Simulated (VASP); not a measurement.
# Br (I4/mmm) in VASP: a series of runs, part 2 of 2

VASP 6.6.1. The steps go on from the part before.

### Step 3. Single point, revPBE

This run uses another cell than the first one: it holds 1 atom, not 2.

Input file POSCAR:

```
Br
1.0
   -1.4234917050      1.4234917050      3.5775173700
    1.4234917050     -1.4234917050      3.5775173700
    1.4234917050      1.4234917050     -3.5775173700
Br
1
Direct
    0.0000000000      0.0000000000      0.0000000000
```

Input file INCAR.step1:

```
SYSTEM = Br
PREC     = Accurate       ! precision mode
ENCUT    = 400            ! plane-wave cutoff, eV
EDIFF    = 1E-6           ! SCF threshold, eV
ISMEAR   = 1              ! smearing method
SIGMA    = 0.1            ! smearing width, eV
LREAL    = .False.        ! projectors in reciprocal space
LASPH    = .True.         ! aspherical terms in the spheres
NELM     = 120            ! most SCF steps
ALGO     = Normal         ! electronic algorithm
ISIF     = 2              ! what is computed and relaxed
LWAVE    = .False.        ! write WAVECAR
LCHARG   = .True.         ! write CHGCAR
GGA      = RE             ! functional
NBANDS   = 10             ! bands
GGA_COMPAT= .False.      
NEDOS    = 2001           ! points of the DOS
LORBIT   = 11             ! projections on sites
```

Input file KPOINTS.step1:

```
regular mesh
0
Gamma
  13 13 13
  0 0 0
```

Input file INCAR.step2:

```
SYSTEM = Br
PREC     = Accurate       ! precision mode
ENCUT    = 400            ! plane-wave cutoff, eV
EDIFF    = 1E-6           ! SCF threshold, eV
ISMEAR   = -5             ! smearing method
SIGMA    = 0.1            ! smearing width, eV
LREAL    = .False.        ! projectors in reciprocal space
LASPH    = .True.         ! aspherical terms in the spheres
NELM     = 120            ! most SCF steps
ALGO     = Normal         ! electronic algorithm
ISIF     = 2              ! what is computed and relaxed
LWAVE    = .False.        ! write WAVECAR
LCHARG   = .False.        ! write CHGCAR
GGA      = RE             ! functional
LORBIT   = 11             ! projections on sites
NBANDS   = 10             ! bands
NEDOS    = 1001           ! points of the DOS
ICHARG   = 11             ! starting density
GGA_COMPAT= .False.
```

Input file KPOINTS.step2:

```
regular mesh
0
Gamma
  20 20 20
  0 0 0
```

Potentials or basis: VASP PAW PBE potentials, release 64 (Br).

On the command line:

```sh
$ cat potpaw_PBE.64/Br/POTCAR > POTCAR
$ cp INCAR.step1 INCAR
$ cp KPOINTS.step1 KPOINTS
$ mpirun -np 1 vasp_std > vasp.out
$ cp INCAR.step2 INCAR
$ cp KPOINTS.step2 KPOINTS
$ mpirun -np 1 vasp_std > vasp.out
```

OUTCAR:

```text
SYSTEM = Br
   PREC = Accurate
   ENCUT = 400
   EDIFF = 1E-6
   ISMEAR = -5
   LREAL = .False.
   LASPH = .True.
   NELM = 120
   ISIF = 2
   GGA = RE
   LORBIT = 11
   ICHARG = 11

 ion  position               nearest neighbor table
   1  0.000  0.000  0.000-

  LATTYP: Found a body centered tetragonal cell.
 ALAT       =     2.8469834100
 C/A-ratio  =     2.5131986069

  Lattice vectors:

 A1 = (  -1.4234917050,   1.4234917050,   3.5775173700)
 A2 = (   1.4234917050,  -1.4234917050,   3.5775173700)
 A3 = (   1.4234917050,   1.4234917050,  -3.5775173700)

Analysis of symmetry for initial positions (statically):
=====================================================================
 Subroutine PRICEL returns:
 Original cell was already a primitive cell.

 Routine SETGRP: Setting up the symmetry group for a
 body centered tetragonal supercell.

 Subroutine GETGRP returns: Found 16 space group operations
 (whereof 16 operations were pure point group operations)
 out of a pool of 16 trial point group operations.

The static configuration has the point symmetry D_4h.

Analysis of symmetry for dynamics (positions and initial velocities):
=====================================================================
 Subroutine PRICEL returns:
 Original cell was already a primitive cell.

 Routine SETGRP: Setting up the symmetry group for a
 body centered tetragonal supercell.

 Subroutine GETGRP returns: Found 16 space group operations
 (whereof 16 operations were pure point group operations)
 out of a pool of 16 trial point group operations.

The dynamic configuration has the point symmetry D_4h.

 Subroutine INISYM returns: Found 16 space group operations
 (whereof 16 operations are pure point group operations),
 and found     1 'primitive' translations

----------------------------------------------------------------------------------------

                                     Primitive cell

  volume of cell :      28.9969

  direct lattice vectors                    reciprocal lattice vectors
    -1.423491705  1.423491705  3.577517370     0.000000000  0.351248973  0.139761725
     1.423491705 -1.423491705  3.577517370     0.351248973  0.000000000  0.139761725
     1.423491705  1.423491705 -3.577517370     0.351248973  0.351248973  0.000000000

  length of vectors
     4.105032010  4.105032010  4.105032010     0.378033307  0.378033307  0.496741062

  position of ions in fractional coordinates (direct lattice)
     0.000000000  0.000000000  0.000000000

  ion indices of the primitive-cell ions
   primitive index   ion index
                 1           1

----------------------------------------------------------------------------------------

 KPOINTS: regular mesh

Automatic generation of k-mesh.
 Grid dimensions read from file:
 generate k-points for:   20   20   20

 Generating k-lattice:

  Cartesian coordinates                     Fractional coordinates (reciprocal lattice)
     0.000000000  0.017562449  0.006988086     0.050000000  0.000000000 -0.000000000
     0.017562449  0.000000000  0.006988086     0.000000000  0.050000000 -0.000000000
     0.017562449  0.017562449  0.000000000     0.000000000  0.000000000  0.050000000

  Length of vectors
     0.018901665  0.018901665  0.024837053

  Shift w.r.t. Gamma in fractional coordinates (k-lattice)
     0.000000000  0.000000000  0.000000000

 TETIRR: Found  10156 inequivalent tetrahedra from    48000

 Subroutine IBZKPT returns following result:
 ===========================================

 Found    641 irreducible k-points:

 Following reciprocal coordinates:
            Coordinates               Weight
  0.000000  0.000000  0.000000      1.000000
  0.050000  0.000000 -0.000000      8.000000
  0.100000 -0.000000  0.000000      8.000000
  0.150000  0.000000  0.000000      8.000000
  0.200000 -0.000000  0.000000      8.000000
  0.250000  0.000000 -0.000000      8.000000
[... 16 lines left out ...]
 -0.400000  0.050000  0.000000     16.000000
 -0.350000  0.050000  0.000000     16.000000
 [... further k-points ...]
   k-points           NKPTS =    641   k-points in BZ     NKDIM =    641   number of bands    NBANDS=     10
   number of dos      NEDOS =   1001   number of ions     NIONS =      1
   total plane-waves  NPLWV =  21952
   dimension x,y,z NGX =    28 NGY =   28 NGZ =   28
   dimension x,y,z NGXF=    56 NGYF=   56 NGZF=   56
   ions per type =               1
   NGX,Y,Z   is equivalent  to a cutoff of  11.34, 11.34, 11.34 a.u.
   NGXF,Y,Z  is equivalent  to a cutoff of  22.68, 22.68, 22.68 a.u.
 SYSTEM =  Br
   PREC   = accura    normal or accurate (medium, high low for compatibility)
   ISTART =      0    job   : 0-new  1-cont  2-samecut
   ICHARG =     11    charge: 1-file 2-atom 10-const
   ISPIN  =      1    spin polarized calculation?
   LNONCOLLINEAR =      F non collinear calculations
   LSORBIT =      F    spin-orbit coupling
   LASPH  =      T    aspherical Exc in radial PAW
   ENCUT  =  400.0 eV  29.40 Ry    5.42 a.u.   6.69  6.69  6.69*2*pi/ulx,y,z
   NELM   =    120;   NELMIN=  2; NELMDL=  0     # of ELM steps
   EDIFF  = 0.1E-05   stopping-criterion for ELM
   LREAL  =      F    real-space projection
   EDIFFG = 0.1E-04   stopping-criterion for IOM
   NSW    =      0    number of steps for IOM
   IBRION =     -1    ionic relax: 0-MD 1-quasi-New 2-CG
   NFREE  =      0    steps in history (QN), initial steepest desc. (CG)
   ISIF   =      2    stress and relaxation
   ISYM   =      2    0-nonsym 1-usesym 2-fastsym
   POTIM  = 0.5000    time-step for ionic-motion
   TEBEG  =    0.0;   TEEND  =   0.0 temperature during run
   PSTRESS=    0.0 pullay stress
   NELECT =       7.0000    total number of electrons
   NUPDOWN=      -1.0000    fix difference up-down
   EMIN   =  10.00;   EMAX   =-10.00  energy-range for DOS
   EFERMI =   0.00;   METHOD = LEGACY
   ISMEAR =    -5;   SIGMA  =   0.10  broadening in eV -4-tet -1-fermi 0-gaus
   EFERMI_NEDOS =   21; number of points for ismear=-14 and -15
   IALGO  =     38    algorithm
   IMIX   =      4    mixing-type and parameters
     AMIX     =   0.40;   BMIX     =  1.00
     AMIX_MAG =   1.60;   BMIX_MAG =  1.00
  volume/ion in A,a.u.               =      29.00       195.68
  Fermi-wavevector in a.u.,A,eV,Ry     =   1.019351  1.926294 14.137486  1.039076
  Thomas-Fermi vector in A             =   2.152860
   LORBIT       =     11    0 simple, 1 ext, 2 COOP (PROOUT), +10 PAW based schemes
   GGA     = RE    functional components
   LHFCALC =     F    Hartree Fock is set to
   AEXX    =    0.0000 exact exchange contribution
   IVDW    =     0    specifies the selected vdW correction
   LEPSILON=     F    determine dielectric tensor
   LRPA    =     F    only Hartree local field effects (RPA)
 non-spin polarized calculation
 Fermi weights with tetrahedron method with Bloechl corrections
  energy-cutoff  :      400.00
  volume of cell :       29.00
 maximum number of plane-waves:       551

 number of electron       7.0000001 magnetization

 Free energy of the ion-electron system (eV)
  ---------------------------------------------------
  ext. energy  EPLUGINS =         0.00000000
  ---------------------------------------------------
  free energy    TOTEN  =        -1.15364809 eV

  energy without entropy =       -1.15364809  energy(sigma->0) =       -1.15364809

 E-fermi :   1.5109     XC(G=0):  -8.4425

 val. band max:        1.5624181065   @ k =   0.0500   0.0500   0.0500
 cond. band min:       1.4324263518   @ k =   0.5000   0.5000   0.4000
 fundamental gap:     -0.1299917547
 Fermi energy:         1.5108646631

 k-point     1 :       0.0000    0.0000    0.0000
  band No.  band energies     occupation
      1     -14.7309      2.00000
      2      -0.7946      2.00000
      3       2.4753      0.00000
      4       2.4753      0.00000
      5       7.2042      0.00000
      6      11.3421      0.00000
      7      11.9093      0.00000
      8      17.4767      0.00000
      9      17.4767      0.00000
     10      18.2476      0.00000
[... 287 lines left out ...]
 k-point    24 :      -0.3500    0.0500    0.0000
  band No.  band energies     occupation
      1     -13.4893      2.00000
      2      -3.1258      2.00000
      3      -0.3962      2.00000
      4       2.9282      0.00000
      5       8.7462      0.00000
      6      11.7941      0.00000
      7      13.3006      0.00000
      8      16.6410      0.00000
      9      18.6278      0.00000
     10      19.3810      0.00000

 [... further k-points ...]

------------------------ aborting loop because EDIFF is reached ----------------------------------------

  FORCE on cell =-STRESS in cart. coord.  units (eV):
  Direction    XX          YY          ZZ          XY          YZ          ZX
  --------------------------------------------------------------------------------------
  -------------------------------------------------------------------------------------
  Total        0.4584369      0.4584369      0.5087281      0.0000000      0.0000000      0.0000000
  in kB       25.3301930     25.3301930     28.1089520      0.0000000      0.0000000      0.0000000
  external PRESSURE =      26.2564460 kB  Pullay stress =       0.0000000 kB

 VOLUME and BASIS-vectors are now :
 -----------------------------------------------------------------------------
  energy-cutoff  :      400.00
  volume of cell :       29.00
      direct lattice vectors                 reciprocal lattice vectors
    -1.423491705  1.423491705  3.577517370     0.000000000  0.351248973  0.139761725
     1.423491705 -1.423491705  3.577517370     0.351248973  0.000000000  0.139761725
     1.423491705  1.423491705 -3.577517370     0.351248973  0.351248973  0.000000000

 POSITION                                       TOTAL-FORCE (eV/Angst)
 -----------------------------------------------------------------------------------
      0.00000      0.00000      0.00000         0.000000      0.000000     -0.000000
 -----------------------------------------------------------------------------------
    total drift:                                0.000000     -0.000000     -0.000000

  FREE ENERGIE OF THE ION-ELECTRON SYSTEM (eV)
  ---------------------------------------------------
  free  energy   TOTEN  =        -1.1536480899 eV

  energy  without entropy=       -1.1536480899  energy(sigma->0) =       -1.15364809

 total charge

# of ion       s       p       d       tot
------------------------------------------
    1        1.653   3.038   0.030   4.721
```

Wall time 59 s (1 thread of Intel Xeon 6975P-C (Granite Rapids), shared host); peak memory 0.23 GiB.

What came out:

```
Valence electrons inside the program's atomic spheres : Br 4.72
```

Levels at points of the mesh, in eV from the Fermi level:
| k point | band 1 | band 2 | band 3 | band 4 | band 5 | band 6 |
| --- | --- | --- | --- | --- | --- | --- |
| (0.00, 0.00, 0.00) | -16.24 | -2.31 | 0.96 | 0.96 | 5.69 | 9.83 |
| (0.50, 0.00, 0.00) | -14.59 | -5.80 | -1.89 | 1.86 | 6.52 | 12.05 |
| (0.50, 0.50, 0.00) | -13.08 | -4.47 | -4.19 | -0.64 | 5.57 | 8.44 |
| (0.50, 0.50, 0.50) | -16.00 | -4.42 | 0.80 | 0.80 | 9.32 | 9.45 |

Caveat: the PAW data sets were made with another functional, which shifts forces and pressure a little; an odd number of electrons without spin polarisation forces a metal; a magnetic or distorted state may lie lower; tetrahedron occupations give inexact forces and stress in metals.
